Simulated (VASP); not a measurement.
A run of VASP 6.6.1:

The input INCAR:

```
PREC = Accurate
ENCUT = 520
EDIFF = 1E-7
ISMEAR = -1
SIGMA = 0.05
LREAL = F
LASPH = T
NELM = 80
ALGO = Normal
ISIF = 2
LWAVE = F
LCHARG = T
GGA = PE
LELF = T
LVHAR = T
NBANDS = 22
```

The input KPOINTS:

```
regular mesh
0
Gamma
  7 7 4
```

Contents of POSCAR:

```
Cl
1.0
    3.1450000000     -2.2500000000      0.0000000000
    3.1450000000      2.2500000000      0.0000000000
    0.0000000000      0.0000000000      8.2100000000
Cl
4
Direct
    0.3700000000      0.6300000000      0.4000000000
    0.1300000000      0.8700000000      0.9000000000
    0.6300000000      0.3700000000      0.6000000000
    0.8700000000      0.1300000000      0.1000000000
```

Potentials or basis: VASP PAW PBE potentials, release 64 (Cl).

Run with:

```bash
$ cat potpaw_PBE.64/Cl/POTCAR > POTCAR
$ mpirun -np 1 vasp_std > vasp.out
```

Hardware: 1 thread of Intel(R) Xeon(R) Platinum 8259CL CPU @ 2.50GHz (Skylake/Cascade Lake) (shared host).

How long does it take, and how much memory?

Wall time 95 s on 1 thread of Intel(R) Xeon(R) Platinum 8259CL CPU @ 2.50GHz (Skylake/Cascade Lake), on a shared host, peak memory 0.26 GiB. Counts: scf iterations 14, k points 48.
